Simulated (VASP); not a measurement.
# P in VASP: single point with PBE+D3(BJ)

Aim: the single point of P with PBE+D3(BJ).

Program: VASP 6.6.1. These are calculated values, not measurements. Logs are shortened: lines on timing, memory, paths and dates and some standing lists are left out, and cuts for length are marked.

## Step 1: The cell of the first run

The cell holds a slab with vacuum, 8 atoms: a = 3.296 Å, b = 4.439 Å, c = 21.746 Å, α = 90.00°, β = 90.00°, γ = 90.00°.

## Step 2: Single point, PBE+D3(BJ) (layers slid over each other)

File INCAR:

```
  ALGO = Normal
  DIPOL = 0.5 0.5 0.390
  EDIFF = 1E-6
  ENCUT = 520
  GGA = PE
  IDIPOL = 3
  ISIF = 2
  ISMEAR = 0
  IVDW = 12
  LASPH = T
  LCHARG = F
  LDIPOL = T
  LREAL = F
  LWAVE = F
  NBANDS = 30
  NELM = 100
  PREC = Accurate
  SIGMA = 0.05
```

File KPOINTS:

```
k-points
0
Gamma
  8 6 1
```

File POSCAR:

```
P
1.0
    3.2961869629      0.0000000000      0.0000000000
    0.0000000000      4.4391557027      0.0000000000
    0.0000000000      0.0000000000     21.7461973615
P
8
Direct
    0.5000000000      0.9174951453      0.2069327306
    0.0000000000      0.5825048547      0.2069327306
    0.5000000000      0.0825048547      0.3045635322
    0.0000000000      0.4174951453      0.3045635322
    0.6250000000      0.0825048547      0.4751680723
    1.1250000000      0.4174951453      0.4751680723
    0.6250000000      0.9174951453      0.5727988740
    1.1250000000      0.5825048547      0.5727988740
```

Potentials or basis: VASP PAW PBE potentials, release 64 (P).

Started as:

```sh
$ cat potpaw_PBE.64/P/POTCAR > POTCAR
$ mpirun -np 1 vasp_std > vasp.out
```

OUTCAR:

```text
EDIFF = 1E-6
   ENCUT = 520
   GGA = PE
   ISIF = 2
   ISMEAR = 0
   IVDW = 12
   LASPH = T
   LREAL = F
   NELM = 100
   PREC = Accurate
 IVDW          = 12

 ion  position               nearest neighbor table
   1  0.500  0.917  0.207-   2 2.22   2 2.22   3 2.25
   2  0.000  0.583  0.207-   1 2.22   1 2.22   4 2.25
   3  0.500  0.083  0.305-   4 2.22   4 2.22   1 2.25
   4  0.000  0.417  0.305-   3 2.22   3 2.22   2 2.25
   5  0.625  0.083  0.475-   6 2.22   6 2.22   7 2.25
   6  0.125  0.417  0.475-   5 2.22   5 2.22   8 2.25
   7  0.625  0.917  0.573-   8 2.22   8 2.22   5 2.25
   8  0.125  0.583  0.573-   7 2.22   7 2.22   6 2.25

  LATTYP: Found a simple orthorhombic cell.
 ALAT       =     3.2961869629
 B/A-ratio  =     1.3467548269
 C/A-ratio  =     6.5973798229

  Lattice vectors:

 A1 = (   3.2961869629,   0.0000000000,   0.0000000000)
 A2 = (   0.0000000000,   4.4391557027,   0.0000000000)
 A3 = (   0.0000000000,   0.0000000000,  21.7461973615)

Analysis of symmetry for initial positions (statically):
=====================================================================
 Subroutine PRICEL returns:
 Original cell was already a primitive cell.

 Routine SETGRP: Setting up the symmetry group for a
 simple orthorhombic supercell.

 Subroutine GETGRP returns: Found  4 space group operations
 (whereof  1 operations were pure point group operations)
 out of a pool of  8 trial point group operations.

The static configuration has the point symmetry C_1 .
 The point group associated with its full space group is C_2h.

Analysis of symmetry for dynamics (positions and initial velocities):
=====================================================================
 Subroutine PRICEL returns:
 Original cell was already a primitive cell.

 Routine SETGRP: Setting up the symmetry group for a
 simple orthorhombic supercell.

 Subroutine GETGRP returns: Found  4 space group operations
 (whereof  1 operations were pure point group operations)
 out of a pool of  8 trial point group operations.

The dynamic configuration has the point symmetry C_1 .
 The point group associated with its full space group is C_2h.

 Subroutine INISYM returns: Found  4 space group operations
 (whereof  1 operations are pure point group operations),
 and found     1 'primitive' translations

----------------------------------------------------------------------------------------

                                     Primitive cell

  volume of cell :     318.1966

  direct lattice vectors                    reciprocal lattice vectors
     3.296186963  0.000000000  0.000000000     0.303380849  0.000000000  0.000000000
     0.000000000  4.439155703  0.000000000     0.000000000  0.225268062  0.000000000
     0.000000000  0.000000000 21.746197361     0.000000000  0.000000000  0.045985051

  length of vectors
     3.296186963  4.439155703 21.746197361     0.303380849  0.225268062  0.045985051

  position of ions in fractional coordinates (direct lattice)
     0.500000000  0.917495145  0.206932731
     0.000000000  0.582504855  0.206932731
     0.500000000  0.082504855  0.304563532
     0.000000000  0.417495145  0.304563532
     0.625000000  0.082504855  0.475168072
     0.125000000  0.417495145  0.475168072
     0.625000000  0.917495145  0.572798874
     0.125000000  0.582504855  0.572798874

  ion indices of the primitive-cell ions
   primitive index   ion index
                 1           1
                 2           2
                 3           3
                 4           4
                 5           5
                 6           6
                 7           7
                 8           8

----------------------------------------------------------------------------------------

 KPOINTS: k-points

Automatic generation of k-mesh.
 Grid dimensions read from file:
 generate k-points for:    8    6    1

 Generating k-lattice:

  Cartesian coordinates                     Fractional coordinates (reciprocal lattice)
     0.037922606  0.000000000  0.000000000     0.125000000  0.000000000  0.000000000
     0.000000000  0.037544677  0.000000000     0.000000000  0.166666667  0.000000000
     0.000000000  0.000000000  0.045985051     0.000000000  0.000000000  1.000000000

  Length of vectors
     0.037922606  0.037544677  0.045985051

  Shift w.r.t. Gamma in fractional coordinates (k-lattice)
     0.000000000  0.000000000  0.000000000

 Subroutine IBZKPT returns following result:
 ===========================================

 Found     20 irreducible k-points:

 Following reciprocal coordinates:
            Coordinates               Weight
  0.000000  0.000000  0.000000      1.000000
  0.125000  0.000000  0.000000      2.000000
  0.250000  0.000000  0.000000      2.000000
  0.375000  0.000000  0.000000      2.000000
  0.500000  0.000000  0.000000      1.000000
  0.000000  0.166667  0.000000      2.000000
[... 12 lines left out ...]
  0.375000  0.500000  0.000000      2.000000
  0.500000  0.500000  0.000000      1.000000
   k-points           NKPTS =     20   k-points in BZ     NKDIM =     20   number of bands    NBANDS=     30
   number of dos      NEDOS =    301   number of ions     NIONS =      8
   total plane-waves  NPLWV = 163296
   dimension x,y,z NGX =    28 NGY =   36 NGZ =  162
   dimension x,y,z NGXF=    56 NGYF=   72 NGZF=  324
   ions per type =               8
   NGX,Y,Z   is equivalent  to a cutoff of  14.12, 13.48, 12.38 a.u.
   NGXF,Y,Z  is equivalent  to a cutoff of  28.24, 26.96, 24.77 a.u.
 SYSTEM =  unknown system
   PREC   = accura    normal or accurate (medium, high low for compatibility)
   ISTART =      0    job   : 0-new  1-cont  2-samecut
   ICHARG =      2    charge: 1-file 2-atom 10-const
   ISPIN  =      1    spin polarized calculation?
   LNONCOLLINEAR =      F non collinear calculations
   LSORBIT =      F    spin-orbit coupling
   LASPH  =      T    aspherical Exc in radial PAW
   ENCUT  =  520.0 eV  38.22 Ry    6.18 a.u.   6.13  8.25 40.43*2*pi/ulx,y,z
   NELM   =    100;   NELMIN=  2; NELMDL= -5     # of ELM steps
   EDIFF  = 0.1E-05   stopping-criterion for ELM
   LREAL  =      F    real-space projection
   EDIFFG = 0.1E-04   stopping-criterion for IOM
   NSW    =      0    number of steps for IOM
   IBRION =     -1    ionic relax: 0-MD 1-quasi-New 2-CG
   NFREE  =      0    steps in history (QN), initial steepest desc. (CG)
   ISIF   =      2    stress and relaxation
   ISYM   =      2    0-nonsym 1-usesym 2-fastsym
   POTIM  = 0.5000    time-step for ionic-motion
   TEBEG  =    0.0;   TEEND  =   0.0 temperature during run
   PSTRESS=    0.0 pullay stress
   NELECT =      40.0000    total number of electrons
   NUPDOWN=      -1.0000    fix difference up-down
   EMIN   =  10.00;   EMAX   =-10.00  energy-range for DOS
   EFERMI =   0.00;   METHOD = LEGACY
   ISMEAR =     0;   SIGMA  =   0.05  broadening in eV -4-tet -1-fermi 0-gaus
   EFERMI_NEDOS =   21; number of points for ismear=-14 and -15
   IALGO  =     38    algorithm
   IMIX   =      4    mixing-type and parameters
     AMIX     =   0.40;   BMIX     =  1.00
     AMIX_MAG =   1.60;   BMIX_MAG =  1.00
  volume/ion in A,a.u.               =      39.77       268.41
  Fermi-wavevector in a.u.,A,eV,Ry     =   0.820093  1.549751  9.150627  0.672552
  Thomas-Fermi vector in A             =   1.931014
   LORBIT       =      0    0 simple, 1 ext, 2 COOP (PROOUT), +10 PAW based schemes
   GGA     = PE    functional components
   LHFCALC =     F    Hartree Fock is set to
   AEXX    =    0.0000 exact exchange contribution
   IVDW    =    12    specifies the selected vdW correction
   LEPSILON=     F    determine dielectric tensor
   LRPA    =     F    only Hartree local field effects (RPA)
 non-spin polarized calculation
 Gauss-broadening in eV      SIGMA  =   0.05
  energy-cutoff  :      520.00
  volume of cell :      318.20
 maximum number of plane-waves:      8606
 NGX is ok and might be reduce to    28
   NGX = 13   NGY = 17   NGZ = 81

 dipolmoment           0.000000      0.000000      0.000011 electrons x Angstroem

 number of electron      39.9999998 magnetization

 dipolmoment           0.000000      0.000000     -0.000001 electrons x Angstroem

 Free energy of the ion-electron system (eV)
  ---------------------------------------------------
  ext. energy  EPLUGINS =         0.00000000
  ---------------------------------------------------
  free energy    TOTEN  =       -42.87299879 eV

  energy without entropy =      -42.87273257  energy(sigma->0) =      -42.87286568

 E-fermi :   0.6042     XC(G=0):  -5.3048

 val. band max:        0.5425305524   @ k =   0.0000   0.0000   0.0000
 cond. band min:       0.6653302997   @ k =   0.0000   0.0000   0.0000
 fundamental gap:      0.1227997474
 Fermi energy:         0.6041633998

 k-point     1 :       0.0000    0.0000    0.0000
  band No.  band energies     occupation
      1     -14.8409      2.00000
      2     -14.7960      2.00000
      3     -12.2761      2.00000
      4     -12.1487      2.00000
      5      -8.7033      2.00000
      6      -8.6762      2.00000
[... 22 lines left out ...]
     29       4.5990      0.00000
     30       4.8735      0.00000

 k-point     2 :       0.1250    0.0000    0.0000
  band No.  band energies     occupation
      1     -14.6538      2.00000
      2     -14.6092      2.00000
      3     -12.0814      2.00000
      4     -11.9543      2.00000
      5      -8.8223      2.00000
      6      -8.7958      2.00000
[... 22 lines left out ...]
     29       4.8003      0.00000
     30       5.0593      0.00000

 k-point     3 :       0.2500    0.0000    0.0000
  band No.  band energies     occupation
      1     -14.0983      2.00000
      2     -14.0546      2.00000
      3     -11.5002      2.00000
      4     -11.3737      2.00000
      5      -9.4162      2.00000
      6      -9.3879      2.00000
[... 22 lines left out ...]
     29       4.8933      0.00000
     30       5.0607      0.00000

 k-point     4 :       0.3750    0.0000    0.0000
  band No.  band energies     occupation
      1     -13.1948      2.00000
      2     -13.1527      2.00000
      3     -10.6217      2.00000
      4     -10.5872      2.00000
      5     -10.5419      2.00000
      6     -10.4164      2.00000
[... 22 lines left out ...]
     29       3.5181      0.00000
     30       3.6776      0.00000

 k-point     5 :       0.5000    0.0000    0.0000
  band No.  band energies     occupation
      1     -11.9930      2.00000
      2     -11.9930      2.00000
      3     -11.9538      2.00000
      4     -11.9538      2.00000
      5      -9.2269      2.00000
      6      -9.2269      2.00000
[... 22 lines left out ...]
     29       3.4951      0.00000
     30       3.4951      0.00000
[... 394 lines left out ...]
     29       4.3709      0.00000
     30       4.3824      0.00000

 k-point    18 :       0.2500    0.5000    0.0000
  band No.  band energies     occupation
      1     -12.9497      2.00000
      2     -12.8834      2.00000
      3     -12.8801      2.00000
      4     -12.8472      2.00000
      5      -8.2064      2.00000
      6      -8.1926      2.00000
[... 22 lines left out ...]
     29       5.7078      0.00000
     30       5.8285      0.00000

 k-point    19 :       0.3750    0.5000    0.0000
  band No.  band energies     occupation
      1     -12.1607      2.00000
      2     -12.1056      2.00000
      3     -12.0992      2.00000
      4     -12.0722      2.00000
      5      -8.8726      2.00000
      6      -8.8472      2.00000
[... 22 lines left out ...]
     29       5.5597      0.00000
     30       5.8007      0.00000

 k-point    20 :       0.5000    0.5000    0.0000
  band No.  band energies     occupation
      1     -11.5684      2.00000
      2     -11.5684      2.00000
      3     -11.5297      2.00000
      4     -11.5297      2.00000
      5      -9.5466      2.00000
      6      -9.5466      2.00000
[... 22 lines left out ...]
     29       5.7701      0.00000
     30       5.7701      0.00000

------------------------ aborting loop because EDIFF is reached ----------------------------------------

 vacuum level on the upper side and lower side of the slab       (xc-potential included)        -0.139        -0.140

 Edisp (eV)   -2.28247

 E8    (eV) :    -0.8936

  FORCE on cell =-STRESS in cart. coord.  units (eV):
  Direction    XX          YY          ZZ          XY          YZ          ZX
  --------------------------------------------------------------------------------------
  -------------------------------------------------------------------------------------
  Total      -0.57561    -0.64468    -0.74545     0.00000     0.00000     0.16710
  in kB      -2.89829    -3.24606    -3.75345     0.00000     0.00000     0.84139
  external pressure =       -3.30 kB  Pullay stress =        0.00 kB

 VOLUME and BASIS-vectors are now :
 -----------------------------------------------------------------------------
  energy-cutoff  :      520.00
  volume of cell :      318.20
      direct lattice vectors                 reciprocal lattice vectors
     3.296186963  0.000000000  0.000000000     0.303380849  0.000000000  0.000000000
     0.000000000  4.439155703  0.000000000     0.000000000  0.225268062  0.000000000
     0.000000000  0.000000000 21.746197361     0.000000000  0.000000000  0.045985051

 POSITION                                       TOTAL-FORCE (eV/Angst)
 -----------------------------------------------------------------------------------
      1.64809      4.07290      4.50000        -0.005797     -0.020802      0.047140
      0.00000      2.58583      4.50000        -0.005797      0.020802      0.047140
      1.64809      0.36625      6.62310        -0.010161     -0.000634     -0.007565
      0.00000      1.85333      6.62310        -0.010161      0.000634     -0.007565
      2.06012      0.36625     10.33310         0.010161     -0.000634      0.007565
      0.41202      1.85333     10.33310         0.010161      0.000634      0.007565
      2.06012      4.07290     12.45620         0.005797     -0.020802     -0.047140
      0.41202      2.58583     12.45620         0.005797      0.020802     -0.047140
 -----------------------------------------------------------------------------------
    total drift:                               -0.000000     -0.000000      0.000007

  FREE ENERGIE OF THE ION-ELECTRON SYSTEM (eV)
  ---------------------------------------------------
  free  energy   TOTEN  =       -45.1554658879 eV

  energy  without entropy=      -45.1551996695  energy(sigma->0) =      -45.15533278

 vacuum level on the upper side and lower side of the slab         5.168         5.168
```

It took 9.6 min on 1 thread of AMD EPYC 7R43 (Zen 3), shared host; peak memory 0.39 GiB.

Results:

* Free energy: -45.1555 eV
* Largest force: 0.052 eV/Å
* Band gap on the k mesh: 0.12 eV
* Dispersion energy per atom: -0.285 eV

Forces on the atoms (eV/Å):
```
P   -0.006 -0.021  0.047
P   -0.006  0.021  0.047
P   -0.010 -0.001 -0.008
P   -0.010  0.001 -0.008
P    0.010 -0.001  0.008
P    0.010  0.001  0.008
P    0.006 -0.021 -0.047
P    0.006  0.021 -0.047
```

Caveat: the cell differs from its parent crystal (layers slid over each other).
